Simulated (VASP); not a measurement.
Wanted: the native input for a VASP 6.6.1 run.

* Task: single point
* Functional: PBE
* Potentials or basis: VASP PAW PBE potentials, release 64 (La, Nb_sv, F)
* Cutoff: 520 eV
* k mesh: 8 × 8 × 4
* Occupations: gaussian, width 0.1 eV
* Spin: no spin polarisation
* Dipole correction: no
* Further INCAR settings: ALGO = Normal; EDIFF = 1e-07; NBANDS = 48

The structure of LaNbF2 lies in POSCAR:

```
LaNbF2
1.0
    3.7337564161      0.0000000000      0.0000000000
    0.0000000000      3.7337564161      0.0000000000
    0.0000000000      0.0000000000      9.4147507116
La Nb F
2 2 4
Direct
    0.0000000000      0.5000000000      0.8140689955
    0.5000000000      0.0000000000      0.1859310045
    0.5000000000      0.0000000000      0.5490646596
    0.0000000000      0.5000000000      0.4509353404
    0.0000000000      0.0000000000      0.0000000000
    0.5000000000      0.5000000000      0.0000000000
    0.0000000000      0.5000000000      0.2129316206
    0.5000000000      0.0000000000      0.7870683794
```

The input as run:

INCAR

```
PREC = Accurate ; ENCUT = 520
EDIFF = 1E-7 ; ISMEAR = 0
SIGMA = 0.1 ; LREAL = False
LASPH = True ; NELM = 80
ALGO = Normal ; ISIF = 2
LWAVE = False ; LCHARG = True
GGA = PE ; LELF = True
LVHAR = True ; NBANDS = 48
```

KPOINTS

```
regular mesh
0
Gamma
  8 8 4
```

Potentials or basis: VASP PAW PBE potentials, release 64 (La, Nb_sv, F).

Launch:

```bash
$ cat potpaw_PBE.64/La/POTCAR potpaw_PBE.64/Nb_sv/POTCAR potpaw_PBE.64/F/POTCAR > POTCAR
$ mpirun -np 1 vasp_std > vasp.out
```

It gave:

| Quantity | Value |
| --- | --- |
| Pressure | -0.3 GPa |
| Largest force | 0.016 eV/Å |
| Band gap on the k mesh | zero (bands 38 and 39 overlap by 0.32 eV) |

Caveat: spin-orbit coupling is left out, which moves the levels of the heavy elements.

Run time: 5.9 min on 1 thread of Intel(R) Xeon(R) Platinum 8259CL CPU @ 2.50GHz (Skylake/Cascade Lake), on a shared host, peak memory 0.4 GiB.
